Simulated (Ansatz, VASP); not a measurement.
MoS2: VASP beside Ansatz

```xyz
6
Lattice="3.1537 0.0000 0.0000 -1.5769 2.7312 0.0000 0.0000 0.0000 12.1631" Properties=species:S:1:pos:R:3 pbc="T T T"
Mo    0.0000    1.8208    3.0408
Mo    1.5769    0.9104    9.1223
S     0.0000    1.8208    7.5578
S     1.5769    0.9104    1.4763
S     0.0000    1.8208   10.6868
S     1.5769    0.9104    4.6053
```

Alike in both runs: functional PBE; dispersion D4; k mesh 12 × 12 × 4; occupations gaussian, width 0.02 eV; no spin polarisation.

Ansatz relaxed the structure, and its values are those at the end. VASP's run is a single point on that final structure, the one shown.

|  | VASP | Ansatz |
| --- | --- | --- |
| version | VASP 6.6.1 | Ansatz 0.2.0 |
| potentials or method | VASP PAW PBE potentials, release 64 (Mo_sv, S), cutoff 520 eV | scalar-relativistic, plane waves, PAW |
| valence electrons in the cell | 52 | 52 |

Ansatz gave:

| Quantity | Value |
| --- | --- |
| gap on the k mesh at the Fermi level (eV) | 0.82 |
| least direct gap on the mesh (eV) | 1.69 |
| pressure (GPa) | 0.0 |
| rms of the force components (eV/Å) | 0.000 |

Estimate VASP's values.

gap on the k mesh at the Fermi level (eV): 0.83; least direct gap on the mesh (eV): 1.69; pressure (GPa): -0.1; rms of the force components (eV/Å): 0.010.
